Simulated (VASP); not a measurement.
# AlNi2 (P-3m1) in VASP: further runs, part 2 of 2

VASP 6.6.1. Earlier steps stand in the parts before.

### 4 Single point, PBEsol

Contents of INCAR:

```
SYSTEM = AlNi2
ALGO     = Fast           ! electronic algorithm
EDIFF    = 1E-6           ! SCF threshold, eV
ENCUT    = 520            ! plane-wave cutoff, eV
GGA      = PS             ! functional
ISIF     = 2              ! what is computed and relaxed
ISMEAR   = 1              ! smearing method
LASPH    = .TRUE.         ! aspherical terms in the spheres
LCHARG   = .FALSE.        ! write CHGCAR
LREAL    = .FALSE.        ! projectors in reciprocal space
LWAVE    = .FALSE.        ! write WAVECAR
NBANDS   = 32             ! bands
NELM     = 80             ! most SCF steps
PREC     = Accurate       ! precision mode
SIGMA    = 0.3            ! smearing width, eV
```

Contents of KPOINTS:

```
k-points
0
G
  12 12 8
  0 0 0
```

Contents of POSCAR:

```
AlNi2
1.0
    3.9740030242      0.0000000000      0.0000000000
   -1.9870015121      3.4415875737      0.0000000000
    0.0000000000      0.0000000000      4.9042588200
Al Ni
2 4
Direct
    0.3333333333      0.6666666667      0.1898740600
    0.6666666667      0.3333333333      0.8101259400
    0.3333333333      0.6666666667      0.6851100400
    0.6666666667      0.3333333333      0.3148899600
    0.0000000000      0.0000000000      0.5000000000
    0.0000000000      0.0000000000      0.0000000000
```

Potentials or basis: VASP PAW PBE potentials, release 64 (Al, Ni).

Started as:

```sh
cat potpaw_PBE.64/Al/POTCAR potpaw_PBE.64/Ni/POTCAR > POTCAR
mpirun -np 1 vasp_std > vasp.out
```

OUTCAR:

```text
SYSTEM = AlNi2
   EDIFF = 1E-6
   ENCUT = 520
   GGA = PS
   ISIF = 2
   ISMEAR = 1
   LASPH = .TRUE.
   LREAL = .FALSE.
   NELM = 80
   PREC = Accurate

 ion  position               nearest neighbor table
   1  0.333  0.667  0.190-   4 2.37   4 2.37   4 2.37   3 2.43   3 2.48   6 2.48   6 2.48   6 2.48
                             5 2.75   5 2.75   5 2.75   2 2.96   2 2.96   2 2.96
   2  0.667  0.333  0.810-   3 2.37   3 2.37   3 2.37   4 2.43   4 2.48   6 2.48   6 2.48   6 2.48
                             5 2.75   5 2.75   5 2.75   1 2.96   1 2.96   1 2.96
   3  0.333  0.667  0.685-   2 2.37   2 2.37   2 2.37   1 2.43   5 2.47   5 2.47   5 2.47   1 2.48
                             6 2.77   6 2.77   6 2.77   4 2.93   4 2.93   4 2.93
   4  0.667  0.333  0.315-   1 2.37   1 2.37   1 2.37   2 2.43   5 2.47   5 2.47   5 2.47   2 2.48
                             6 2.77   6 2.77   6 2.77   3 2.93   3 2.93   3 2.93
   5  0.000  0.000  0.500-   6 2.45   6 2.45   3 2.47   4 2.47   4 2.47   3 2.47   4 2.47   3 2.47
                             1 2.75   2 2.75   1 2.75   2 2.75   2 2.75   1 2.75
   6  0.000  0.000  0.000-   5 2.45   5 2.45   1 2.48   2 2.48   2 2.48   1 2.48   2 2.48   1 2.48
                             3 2.77   4 2.77   4 2.77   3 2.77   3 2.77   4 2.77

  LATTYP: Found a hexagonal cell.
 ALAT       =     3.9740030242
 C/A-ratio  =     1.2340853266

  Lattice vectors:

 A1 = (   3.9740030242,   0.0000000000,   0.0000000000)
 A2 = (  -1.9870015121,   3.4415875737,   0.0000000000)
 A3 = (   0.0000000000,   0.0000000000,   4.9042588200)

Analysis of symmetry for initial positions (statically):
=====================================================================
 Subroutine PRICEL returns:
 Original cell was already a primitive cell.

 Routine SETGRP: Setting up the symmetry group for a
 hexagonal supercell.

 Subroutine GETGRP returns: Found 12 space group operations
 (whereof 12 operations were pure point group operations)
 out of a pool of 24 trial point group operations.

The static configuration has the point symmetry D_3d.

Analysis of symmetry for dynamics (positions and initial velocities):
[... 139 lines left out ...]
     AMIX_MAG =   1.60;   BMIX_MAG =  1.00
  volume/ion in A,a.u.               =      11.18        75.44
  Fermi-wavevector in a.u.,A,eV,Ry     =   1.443690  2.728179 28.357821  2.084241
  Thomas-Fermi vector in A             =   2.562069
   LORBIT       =      0    0 simple, 1 ext, 2 COOP (PROOUT), +10 PAW based schemes
   GGA     = PS    functional components
   LHFCALC =     F    Hartree Fock is set to
   AEXX    =    0.0000 exact exchange contribution
   IVDW    =     0    specifies the selected vdW correction
   LEPSILON=     F    determine dielectric tensor
   LRPA    =     F    only Hartree local field effects (RPA)
 non-spin polarized calculation
 RMM-DIIS sequential band-by-band and
 Methfessel and Paxton  Order N= 1 SIGMA  =   0.30
  energy-cutoff  :      520.00
  volume of cell :       67.07
 maximum number of plane-waves:      1827
 NGX is ok and might be reduce to    30
   NGX = 15   NGY = 15   NGZ = 19

 number of electron      46.0000031 magnetization

 Free energy of the ion-electron system (eV)
  ---------------------------------------------------
  ext. energy  EPLUGINS =         0.00000000
  ---------------------------------------------------
  free energy    TOTEN  =       -35.81015875 eV

  energy without entropy =      -35.82802599  energy(sigma->0) =      -35.81611450

 E-fermi :   9.9587     XC(G=0): -12.7477

 val. band max:        9.9579471242   @ k =   0.2500   0.1667   0.2500
 cond. band min:       9.9603208840   @ k =  -0.1667   0.5000   0.3750
 fundamental gap:      0.0023737598
 Fermi energy:         9.9586528898

 k-point     1 :       0.0000    0.0000    0.0000
  band No.  band energies     occupation
      1      -0.6626      2.00000
      2       4.6735      2.00000
      3       4.8342      2.00000
      4       6.1341      2.00000
      5       6.1341      2.00000
      6       6.6055      2.00000
[... 829 lines left out ...]
     31      16.6937      0.00000
     32      17.0582      0.00000

 [... further k-points ...]
[... 5 lines left out ...]
  --------------------------------------------------------------------------------------
  -------------------------------------------------------------------------------------
  Total        0.0866231      0.0866231      0.0531628      0.0000000     -0.0000000     -0.0000000
  in kB        2.0691120      2.0691120      1.2698659      0.0000000     -0.0000000     -0.0000000
  external PRESSURE =       1.8026966 kB  Pullay stress =       0.0000000 kB

 VOLUME and BASIS-vectors are now :
 -----------------------------------------------------------------------------
  energy-cutoff  :      520.00
  volume of cell :       67.07
      direct lattice vectors                 reciprocal lattice vectors
     3.974003024  0.000000000  0.000000000     0.251635440  0.145281789  0.000000000
    -1.987001512  3.441587574  0.000000000     0.000000000  0.290563578  0.000000000
     0.000000000  0.000000000  4.904258820     0.000000000  0.000000000  0.203904410

 POSITION                                       TOTAL-FORCE (eV/Angst)
 -----------------------------------------------------------------------------------
     -0.00000      2.29439      0.93119         0.000000     -0.000000      0.066702
      1.98700      1.14720      3.97307         0.000000      0.000000     -0.066702
     -0.00000      2.29439      3.35996        -0.000000      0.000000     -0.002071
      1.98700      1.14720      1.54430        -0.000000      0.000000      0.002071
      0.00000      0.00000      2.45213         0.000000      0.000000      0.000000
      0.00000      0.00000      0.00000         0.000000      0.000000      0.000000
 -----------------------------------------------------------------------------------
    total drift:                                0.000000     -0.000000      0.000000

  FREE ENERGIE OF THE ION-ELECTRON SYSTEM (eV)
  ---------------------------------------------------
  free  energy   TOTEN  =       -35.8101587493 eV

  energy  without entropy=      -35.8280259938  energy(sigma->0) =      -35.81611450
```

stdout:

```text
POSCAR found type information on POSCAR AlNi
 POSCAR found :  2 types and       6 ions
 scaLAPACK will be used
 -----------------------------------------------------------------------------
|                                                                             |
|                                                                             |
|     You enforced a specific xc type in the INCAR file but a different       |
|     I HOPE YOU KNOW WHAT YOU ARE DOING!                                     |
|                                                                             |
 -----------------------------------------------------------------------------

 LDA part: xc-table for (Slater+PW92), standard interpolation
 POSCAR, INCAR and KPOINTS ok, starting setup
 FFT: planning ... GRIDC
 FFT: planning ... GRID_SOFT
 FFT: planning ... GRID
 WAVECAR not read
 entering main loop
WARNING in EDDRMM: call to ZHEGV failed, returncode =   8  4     32
```

It took 8.8 min on 1 thread of Intel Xeon 8259CL, shared host; peak memory 0.34 GiB.

Results:

* Free energy: -35.8102 eV
* Pressure: 0.2 GPa
* Largest force: 0.067 eV/Å
* Band gap on the k mesh: zero (bands 23 and 24 overlap by 4.22 eV)

Forces on the atoms (eV/Å):
```
Al   0.000  0.000  0.067
Al   0.000  0.000 -0.067
Ni   0.000  0.000 -0.002
Ni   0.000  0.000  0.002
Ni   0.000  0.000  0.000
Ni   0.000  0.000  0.000
```

Caveat: so wide a smearing shifts energies and pressures; the PAW data sets were made with another functional, which shifts forces and pressure a little. Spin polarisation is off, so any magnetic state and its effect on volume and gap are missing.

### 5 Single point, PBEsol

Contents of INCAR:

```
PREC = Accurate ; ENCUT = 520
EDIFF = 1E-7 ; ISMEAR = 1
SIGMA = 0.5 ; LREAL = F
LASPH = T ; NELM = 80
ALGO = Fast ; ISIF = 2
LWAVE = F ; LCHARG = F
GGA = PS ; NBANDS = 32
```

Contents of KPOINTS:

```
Automatic mesh
0
Gamma
  12 12 8
```

POSCAR is that of step 4.

Potentials or basis: VASP PAW PBE potentials, release 64 (Al, Ni).

Started as:

```sh
cat potpaw_PBE.64/Al/POTCAR potpaw_PBE.64/Ni/POTCAR > POTCAR
mpirun -np 1 vasp_std > vasp.out
```

OUTCAR:

```text
PREC = Accurate
   ENCUT = 520
   EDIFF = 1E-7
   ISMEAR = 1
   LREAL = F
   LASPH = T
   NELM = 80
   ISIF = 2
   GGA = PS

 ion  position               nearest neighbor table
   1  0.333  0.667  0.190-   4 2.37   4 2.37   4 2.37   3 2.43   3 2.48   6 2.48   6 2.48   6 2.48
                             5 2.75   5 2.75   5 2.75   2 2.96   2 2.96   2 2.96
   2  0.667  0.333  0.810-   3 2.37   3 2.37   3 2.37   4 2.43   4 2.48   6 2.48   6 2.48   6 2.48
                             5 2.75   5 2.75   5 2.75   1 2.96   1 2.96   1 2.96
   3  0.333  0.667  0.685-   2 2.37   2 2.37   2 2.37   1 2.43   5 2.47   5 2.47   5 2.47   1 2.48
                             6 2.77   6 2.77   6 2.77   4 2.93   4 2.93   4 2.93
   4  0.667  0.333  0.315-   1 2.37   1 2.37   1 2.37   2 2.43   5 2.47   5 2.47   5 2.47   2 2.48
                             6 2.77   6 2.77   6 2.77   3 2.93   3 2.93   3 2.93
   5  0.000  0.000  0.500-   6 2.45   6 2.45   3 2.47   4 2.47   4 2.47   3 2.47   4 2.47   3 2.47
                             1 2.75   2 2.75   1 2.75   2 2.75   2 2.75   1 2.75
   6  0.000  0.000  0.000-   5 2.45   5 2.45   1 2.48   2 2.48   2 2.48   1 2.48   2 2.48   1 2.48
                             3 2.77   4 2.77   4 2.77   3 2.77   3 2.77   4 2.77

  LATTYP: Found a hexagonal cell.
 ALAT       =     3.9740030242
 C/A-ratio  =     1.2340853266

  Lattice vectors:

 A1 = (   3.9740030242,   0.0000000000,   0.0000000000)
[... 191 lines left out ...]
 fundamental gap:      0.0320134914
 Fermi energy:         9.9401023713

 k-point     1 :       0.0000    0.0000    0.0000
  band No.  band energies     occupation
      1      -0.6647      2.00000
      2       4.6717      2.00000
      3       4.8334      2.00000
      4       6.1419      2.00000
      5       6.1419      2.00000
      6       6.6006      2.00000
[... 829 lines left out ...]
     31      16.6903     -0.00000
     32      17.0579     -0.00000

 [... further k-points ...]
[... 5 lines left out ...]
  --------------------------------------------------------------------------------------
  -------------------------------------------------------------------------------------
  Total       -0.0325966     -0.0325966     -0.1463438      0.0000000      0.0000000      0.0000000
  in kB       -0.7786146     -0.7786146     -3.4956221      0.0000000      0.0000000      0.0000000
  external PRESSURE =      -1.6842838 kB  Pullay stress =       0.0000000 kB

 VOLUME and BASIS-vectors are now :
 -----------------------------------------------------------------------------
  energy-cutoff  :      520.00
  volume of cell :       67.07
      direct lattice vectors                 reciprocal lattice vectors
     3.974003024  0.000000000  0.000000000     0.251635440  0.145281789  0.000000000
    -1.987001512  3.441587574  0.000000000     0.000000000  0.290563578  0.000000000
     0.000000000  0.000000000  4.904258820     0.000000000  0.000000000  0.203904410

 POSITION                                       TOTAL-FORCE (eV/Angst)
 -----------------------------------------------------------------------------------
     -0.00000      2.29439      0.93119        -0.000000     -0.000000      0.091641
      1.98700      1.14720      3.97307         0.000000     -0.000000     -0.091641
     -0.00000      2.29439      3.35996         0.000000      0.000000     -0.005779
      1.98700      1.14720      1.54430        -0.000000     -0.000000      0.005779
      0.00000      0.00000      2.45213         0.000000      0.000000      0.000000
      0.00000      0.00000      0.00000         0.000000      0.000000      0.000000
 -----------------------------------------------------------------------------------
    total drift:                                0.000000     -0.000000      0.000000

  FREE ENERGIE OF THE ION-ELECTRON SYSTEM (eV)
  ---------------------------------------------------
  free  energy   TOTEN  =       -35.7735246618 eV

  energy  without entropy=      -35.9181720297  energy(sigma->0) =      -35.82174045
```

Run time: 11 min. Hardware: 1 thread of Intel Xeon 8259CL, shared host; peak memory 0.34 GiB.

What came out:

* Free energy: -35.7735 eV
* Pressure: -0.2 GPa
* Largest force: 0.092 eV/Å
* Band gap on the k mesh: zero (bands 23 and 24 overlap by 4.20 eV)

Forces on the atoms (eV/Å):
```
Al   0.000  0.000  0.092
Al   0.000  0.000 -0.092
Ni   0.000  0.000 -0.006
Ni   0.000  0.000  0.006
Ni   0.000  0.000  0.000
Ni   0.000  0.000  0.000
```

Stress tensor (GPa, compression positive):
```
-0.08  0.00  0.00
 0.00 -0.08  0.00
 0.00  0.00 -0.35
```

Caveat: so wide a smearing shifts energies and pressures; the PAW data sets were made with another functional, which shifts forces and pressure a little. Spin polarisation is off, so any magnetic state and its effect on volume and gap are missing.

### 6 Overview

| k mesh | cutoff (eV) | smearing | gap on the mesh (eV) | pressure (GPa) | largest force (eV/Å) |
| --- | --- | --- | --- | --- | --- |
| 12 × 12 × 6, shifted | 500 | gaussian 0.1 eV | none | 0.2 | 0.06 |
| 12 × 12 × 8 | 520 | methfessel-paxton 0.2 eV | none | 0.2 | 0.06 |
| 12 × 12 × 8 | 520 | methfessel-paxton 0.3 eV | none | 0.2 | 0.07 |
| 12 × 12 × 8 | 520 | methfessel-paxton 0.5 eV | none | -0.2 | 0.09 |

Alike in all rows: task single point; level PBEsol; potentials or basis VASP PAW PBE potentials, release 64 (Al, Ni); no spin polarisation; cell as given.

Caveats: the PAW data sets were made with another functional, which shifts forces and pressure a little; so wide a smearing shifts energies and pressures (at least some runs).

Absolute energies hang on the potentials; compare differences alone.

The gap in the log of VASP goes by the Fermi energy; the results here count the filled bands.